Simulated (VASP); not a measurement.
Input of a VASP 6.6.1 run:

The input INCAR:

```
SYSTEM = Ti3Se
ALGO = Normal
EDIFF = 1E-6
ENCUT = 520
GGA = PS
ISIF = 2
ISMEAR = -1
LASPH = .TRUE.
LCHARG = .FALSE.
LREAL = .FALSE.
LWAVE = .FALSE.
NBANDS = 29
NELM = 60
PREC = Accurate
SIGMA = 0.05
```

KPOINTS

```
k-points
0
G
  8 8 3
  0 0 0
```

POSCAR

```
Ti3Se
1.0
    3.1974455988      0.0000000000      0.0000000000
   -1.5987227994      2.7690691158      0.0000000000
    0.0000000000      0.0000000000      7.9427450000
Se Ti
1 3
Direct
    0.0000000000      0.0000000000      0.0000000000
    0.6666666667      0.3333333333      0.5000000000
    0.3333333333      0.6666666667      0.7729020000
    0.3333333333      0.6666666667      0.2270980000
```

Potentials or basis: VASP PAW PBE potentials, release 64 (Se, Ti_sv).

Command:

```console
$ cat potpaw_PBE.64/Se/POTCAR potpaw_PBE.64/Ti_sv/POTCAR > POTCAR
$ mpirun -np 1 vasp_std > vasp.out
```

Question: Estimate the largest force.

Answer: 0.091 eV/Å.

Question: Estimate the band gap on the k mesh.

Answer: Zero (bands 21 and 22 overlap by 0.54 eV).

Question: Estimate the pressure.

Answer: -4.3 GPa.

Stress tensor (GPa, compression positive):
```
-4.26  0.00  0.00
 0.00 -4.26  0.00
 0.00  0.00 -4.36
```

Caveat: the cell stands under tension; the PAW data sets were made with another functional, which shifts forces and pressure a little.
